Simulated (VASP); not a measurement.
# Al3Cu2 (P-3m1) in VASP: further runs

Al3Cu2 is run at these levels: PBEsol; tasks: single point.

All numbers are computed with VASP 6.6.1; they aren't measurements. Logs are shortened: lines on timing, memory, paths and dates and some standing lists are left out, and cuts for length are marked.

### Step 1. The cell of the first run

The structure is trigonal, space group P-3m1 (No. 164). The conventional cell has a = 3.771 Å, b = 3.771 Å, c = 5.381 Å, α = 90.00°, β = 90.00°, γ = 120.00°. Within 3.1 Å of Al (site symmetry -3m) lie 6 Cu at 2.34 Å and 6 Al at 2.88 Å. Within 3.2 Å of Al (site symmetry 3m) lie 5 Cu at 2.41 to 2.74 Å and 6 Al at 2.70 to 2.88 Å. Cu (site symmetry 3m) has 8 Al at 2.34 to 2.74 Å and 3 Cu at 2.76 Å within 3.1 Å.

### Step 2. Single point, PBEsol (strain -0.080 along x and y, +0.080 along z)

Contents of INCAR:

```
PREC = Accurate ; ENCUT = 520
EDIFF = 1E-7 ; ISMEAR = 0
SIGMA = 0.15 ; LREAL = F
LASPH = T ; NELM = 100
ALGO = Fast ; ISIF = 2
LWAVE = F ; LCHARG = T
GGA = PS ; LELF = T
LVHAR = T ; NBANDS = 24
```

Contents of KPOINTS:

```
regular mesh
0
Gamma
  12 12 10
```

Contents of POSCAR:

```
Al3Cu2
1.0
    3.7706987475      0.0000000000      0.0000000000
   -1.8853493737      3.2655209053      0.0000000000
    0.0000000000      0.0000000000      5.3806689363
Al Cu
3 2
Direct
    0.0000000000      0.0000000000      0.0000000000
    0.3333333333      0.6666666667      0.3515059889
    0.6666666667      0.3333333333      0.6484940111
    0.3333333333      0.6666666667      0.8422899951
    0.6666666667      0.3333333333      0.1577100049
```

Potentials or basis: VASP PAW PBE potentials, release 64 (Al, Cu).

Started as:

```bash
$ cat potpaw_PBE.64/Al/POTCAR potpaw_PBE.64/Cu/POTCAR > POTCAR
$ mpirun -np 1 vasp_std > vasp.out
```

OUTCAR:

```text
PREC = Accurate
   ENCUT = 520
   EDIFF = 1E-7
   ISMEAR = 0
   LREAL = F
   LASPH = T
   NELM = 100
   ISIF = 2
   GGA = PS

 ion  position               nearest neighbor table
   1  0.000  0.000  0.000-   4 2.34   5 2.34   4 2.34   5 2.34   5 2.34   4 2.34   2 2.88   3 2.88
                             2 2.88   3 2.88   2 2.88   3 2.88
   2  0.333  0.667  0.352-   5 2.41   5 2.41   5 2.41   4 2.64   3 2.70   3 2.70   3 2.70   4 2.74
                             1 2.88   1 2.88   1 2.88
   3  0.667  0.333  0.648-   4 2.41   4 2.41   4 2.41   5 2.64   2 2.70   2 2.70   2 2.70   5 2.74
                             1 2.88   1 2.88   1 2.88
   4  0.333  0.667  0.842-   1 2.34   1 2.34   1 2.34   3 2.41   3 2.41   3 2.41   2 2.64   2 2.74
                             5 2.76   5 2.76   5 2.76
   5  0.667  0.333  0.158-   1 2.34   1 2.34   1 2.34   2 2.41   2 2.41   2 2.41   3 2.64   3 2.74
                             4 2.76   4 2.76   4 2.76

  LATTYP: Found a hexagonal cell.
 ALAT       =     3.7706987475
 C/A-ratio  =     1.4269686593

  Lattice vectors:

 A1 = (   3.7706987475,   0.0000000000,   0.0000000000)
 A2 = (  -1.8853493737,   3.2655209053,   0.0000000000)
 A3 = (   0.0000000000,   0.0000000000,   5.3806689363)

Analysis of symmetry for initial positions (statically):
=====================================================================
 Subroutine PRICEL returns:
 Original cell was already a primitive cell.

 Routine SETGRP: Setting up the symmetry group for a
 hexagonal supercell.

 Subroutine GETGRP returns: Found 12 space group operations
 (whereof 12 operations were pure point group operations)
 out of a pool of 24 trial point group operations.

The static configuration has the point symmetry D_3d.

Analysis of symmetry for dynamics (positions and initial velocities):
=====================================================================
 Subroutine PRICEL returns:
 Original cell was already a primitive cell.

 Routine SETGRP: Setting up the symmetry group for a
 hexagonal supercell.

 Subroutine GETGRP returns: Found 12 space group operations
 (whereof 12 operations were pure point group operations)
 out of a pool of 24 trial point group operations.

The dynamic configuration has the point symmetry D_3d.

 Subroutine INISYM returns: Found 12 space group operations
 (whereof 12 operations are pure point group operations),
 and found     1 'primitive' translations

----------------------------------------------------------------------------------------

                                     Primitive cell

  volume of cell :      66.2538

  direct lattice vectors                    reciprocal lattice vectors
     3.770698748  0.000000000  0.000000000     0.265202836  0.153114929  0.000000000
    -1.885349374  3.265520905  0.000000000     0.000000000  0.306229857  0.000000000
     0.000000000  0.000000000  5.380668936     0.000000000  0.000000000  0.185850498

  length of vectors
     3.770698748  3.770698747  5.380668936     0.306229857  0.306229857  0.185850498

  position of ions in fractional coordinates (direct lattice)
     0.000000000  0.000000000  0.000000000
     0.333333333  0.666666667  0.351505989
     0.666666667  0.333333333  0.648494011
     0.333333333  0.666666667  0.842289995
     0.666666667  0.333333333  0.157710005

  ion indices of the primitive-cell ions
   primitive index   ion index
                 1           1
                 2           2
                 3           3
                 4           4
                 5           5

----------------------------------------------------------------------------------------

 KPOINTS: regular mesh

Automatic generation of k-mesh.
 Grid dimensions read from file:
 generate k-points for:   12   12   10

 Generating k-lattice:

  Cartesian coordinates                     Fractional coordinates (reciprocal lattice)
     0.022100236  0.012759577  0.000000000     0.083333333 -0.000000000  0.000000000
     0.000000000  0.025519155  0.000000000     0.000000000  0.083333333  0.000000000
     0.000000000  0.000000000  0.018585050     0.000000000  0.000000000  0.100000000

  Length of vectors
     0.025519155  0.025519155  0.018585050

  Shift w.r.t. Gamma in fractional coordinates (k-lattice)
     0.000000000  0.000000000  0.000000000

 Subroutine IBZKPT returns following result:
 ===========================================

 Found    162 irreducible k-points:

 Following reciprocal coordinates:
            Coordinates               Weight
  0.000000  0.000000  0.000000      1.000000
  0.083333  0.000000  0.000000      6.000000
  0.166667  0.000000  0.000000      6.000000
  0.250000  0.000000  0.000000      6.000000
  0.333333  0.000000  0.000000      6.000000
  0.416667  0.000000  0.000000      6.000000
[... 16 lines left out ...]
  0.166667  0.000000  0.100000      6.000000
  0.000000  0.166667  0.100000      6.000000
 [... further k-points ...]
   k-points           NKPTS =    162   k-points in BZ     NKDIM =    162   number of bands    NBANDS=     24
   number of dos      NEDOS =    301   number of ions     NIONS =      5
   total plane-waves  NPLWV =  31360
   dimension x,y,z NGX =    28 NGY =   28 NGZ =   40
   dimension x,y,z NGXF=    56 NGYF=   56 NGZF=   80
   ions per type =               3   2
   NGX,Y,Z   is equivalent  to a cutoff of  12.34, 12.34, 12.36 a.u.
   NGXF,Y,Z  is equivalent  to a cutoff of  24.69, 24.69, 24.72 a.u.
 SYSTEM =  unknown system
   PREC   = accura    normal or accurate (medium, high low for compatibility)
   ISTART =      0    job   : 0-new  1-cont  2-samecut
   ICHARG =      2    charge: 1-file 2-atom 10-const
   ISPIN  =      1    spin polarized calculation?
   LNONCOLLINEAR =      F non collinear calculations
   LSORBIT =      F    spin-orbit coupling
   LASPH  =      T    aspherical Exc in radial PAW
   ENCUT  =  520.0 eV  38.22 Ry    6.18 a.u.   7.01  7.01 10.00*2*pi/ulx,y,z
   NELM   =    100;   NELMIN=  2; NELMDL= -5     # of ELM steps
   EDIFF  = 0.1E-06   stopping-criterion for ELM
   LREAL  =      F    real-space projection
   EDIFFG = 0.1E-05   stopping-criterion for IOM
   NSW    =      0    number of steps for IOM
   IBRION =     -1    ionic relax: 0-MD 1-quasi-New 2-CG
   NFREE  =      0    steps in history (QN), initial steepest desc. (CG)
   ISIF   =      2    stress and relaxation
   ISYM   =      2    0-nonsym 1-usesym 2-fastsym
   POTIM  = 0.5000    time-step for ionic-motion
   TEBEG  =    0.0;   TEEND  =   0.0 temperature during run
   PSTRESS=    0.0 pullay stress
   NELECT =      31.0000    total number of electrons
   NUPDOWN=      -1.0000    fix difference up-down
   EMIN   =  10.00;   EMAX   =-10.00  energy-range for DOS
   EFERMI =   0.00;   METHOD = LEGACY
   ISMEAR =     0;   SIGMA  =   0.15  broadening in eV -4-tet -1-fermi 0-gaus
   EFERMI_NEDOS =   21; number of points for ismear=-14 and -15
   IALGO  =     68    algorithm
   IMIX   =      4    mixing-type and parameters
     AMIX     =   0.40;   BMIX     =  1.00
     AMIX_MAG =   1.60;   BMIX_MAG =  1.00
  volume/ion in A,a.u.               =      13.25        89.42
  Fermi-wavevector in a.u.,A,eV,Ry     =   1.270940  2.401729 21.977350  1.615290
  Thomas-Fermi vector in A             =   2.403901
   LORBIT       =      0    0 simple, 1 ext, 2 COOP (PROOUT), +10 PAW based schemes
   GGA     = PS    functional components
   LHFCALC =     F    Hartree Fock is set to
   AEXX    =    0.0000 exact exchange contribution
   IVDW    =     0    specifies the selected vdW correction
   LEPSILON=     F    determine dielectric tensor
   LRPA    =     F    only Hartree local field effects (RPA)
 non-spin polarized calculation
 RMM-DIIS sequential band-by-band and
 Gauss-broadening in eV      SIGMA  =   0.15
  energy-cutoff  :      520.00
  volume of cell :       66.25
 maximum number of plane-waves:      1804
   NGX = 13   NGY = 13   NGZ = 21

 number of electron      30.9999988 magnetization

 Free energy of the ion-electron system (eV)
  ---------------------------------------------------
  ext. energy  EPLUGINS =         0.00000000
  ---------------------------------------------------
  free energy    TOTEN  =       -20.79256136 eV

  energy without entropy =      -20.77384814  energy(sigma->0) =      -20.78320475

 E-fermi :   9.1722     XC(G=0): -11.4675

 val. band max:        9.1651309178   @ k =   0.1667   0.0000   0.2000
 cond. band min:       9.1727417245   @ k =   0.3333   0.1667   0.2000
 fundamental gap:      0.0076108066
 Fermi energy:         9.1722067503

 k-point     1 :       0.0000    0.0000    0.0000
  band No.  band energies     occupation
      1      -2.5795      2.00000
      2       1.8753      2.00000
      3       2.3844      2.00000
      4       3.5225      2.00000
      5       3.5225      2.00000
      6       3.9337      2.00000
[... 16 lines left out ...]
     23      15.4042      0.00000
     24      15.8120      0.00000

 k-point     2 :       0.0833    0.0000    0.0000
  band No.  band energies     occupation
      1      -2.4812      2.00000
      2       1.9497      2.00000
      3       2.4320      2.00000
      4       3.5092      2.00000
      5       3.5523      2.00000
      6       3.9106      2.00000
[... 16 lines left out ...]
     23      15.0649      0.00000
     24      15.5027      0.00000

 k-point     3 :       0.1667    0.0000    0.0000
  band No.  band energies     occupation
      1      -2.1877      2.00000
      2       2.1621      2.00000
      3       2.5540      2.00000
      4       3.4760      2.00000
      5       3.6372      2.00000
      6       3.8468      2.00000
[... 16 lines left out ...]
     23      15.5613      0.00000
     24      15.8951      0.00000
[... 514 lines left out ...]
 k-point    23 :       0.1667    0.0000    0.1000
  band No.  band energies     occupation
      1      -2.1410      2.00000
      2       1.7145      2.00000
      3       2.8438      2.00000
      4       3.4773      2.00000
      5       3.6352      2.00000
      6       3.8712      2.00000
[... 16 lines left out ...]
     23      15.6663      0.00000
     24      16.2460      0.00000

 k-point    24 :       0.0000    0.1667    0.1000
  band No.  band energies     occupation
      1      -2.1407      2.00000
      2       1.7010      2.00000
      3       2.8731      2.00000
      4       3.4755      2.00000
      5       3.6303      2.00000
      6       3.8439      2.00000
[... 16 lines left out ...]
     23      15.3886      0.00000
     24      15.7522      0.00000

 [... further k-points ...]

------------------------ aborting loop because EDIFF is reached ----------------------------------------

  FORCE on cell =-STRESS in cart. coord.  units (eV):
  Direction    XX          YY          ZZ          XY          YZ          ZX
  --------------------------------------------------------------------------------------
  -------------------------------------------------------------------------------------
  Total       10.4699256     10.4699256     -0.5269337      0.0000000      0.0000000      0.0000000
  in kB      253.1882823    253.1882823    -12.7425404      0.0000000      0.0000000      0.0000000
  external PRESSURE =     164.5446748 kB  Pullay stress =       0.0000000 kB

 VOLUME and BASIS-vectors are now :
 -----------------------------------------------------------------------------
  energy-cutoff  :      520.00
  volume of cell :       66.25
      direct lattice vectors                 reciprocal lattice vectors
     3.770698748  0.000000000  0.000000000     0.265202836  0.153114929  0.000000000
    -1.885349374  3.265520905  0.000000000     0.000000000  0.306229857  0.000000000
     0.000000000  0.000000000  5.380668936     0.000000000  0.000000000  0.185850498

 POSITION                                       TOTAL-FORCE (eV/Angst)
 -----------------------------------------------------------------------------------
      0.00000      0.00000      0.00000        -0.000000      0.000000      0.000000
     -0.00000      2.17701      1.89134        -0.000000     -0.000000      0.148375
      1.88535      1.08851      3.48933        -0.000000      0.000000     -0.148375
     -0.00000      2.17701      4.53208        -0.000000      0.000000     -0.440012
      1.88535      1.08851      0.84859         0.000000     -0.000000      0.440012
 -----------------------------------------------------------------------------------
    total drift:                                0.000000     -0.000000     -0.000000

  FREE ENERGIE OF THE ION-ELECTRON SYSTEM (eV)
  ---------------------------------------------------
  free  energy   TOTEN  =       -20.7925613580 eV

  energy  without entropy=      -20.7738481363  energy(sigma->0) =      -20.78320475
```

It took 3.4 min on 1 thread of Intel Xeon 6975P-C (Granite Rapids), shared host; peak memory 0.33 GiB.

Results:

| Item | Value |
| --- | --- |
| Free energy | -20.7926 eV |
| Pressure | 16.5 GPa |
| Largest force | 0.440 eV/Å |
| Band gap on the k mesh | zero (an odd number of electrons rules out a gap without spin polarisation) |

Forces on the atoms (eV/Å):
```
Al   0.000  0.000  0.000
Al   0.000  0.000  0.148
Al   0.000  0.000 -0.148
Cu   0.000  0.000 -0.440
Cu   0.000  0.000  0.440
```

Caveat: the cell differs from its parent crystal (strain -0.080 along x and y, +0.080 along z); the stress differs along the axes, from -1 to 25 GPa; the PAW data sets were made with another functional, which shifts forces and pressure a little.

[end of part 1 of 2]
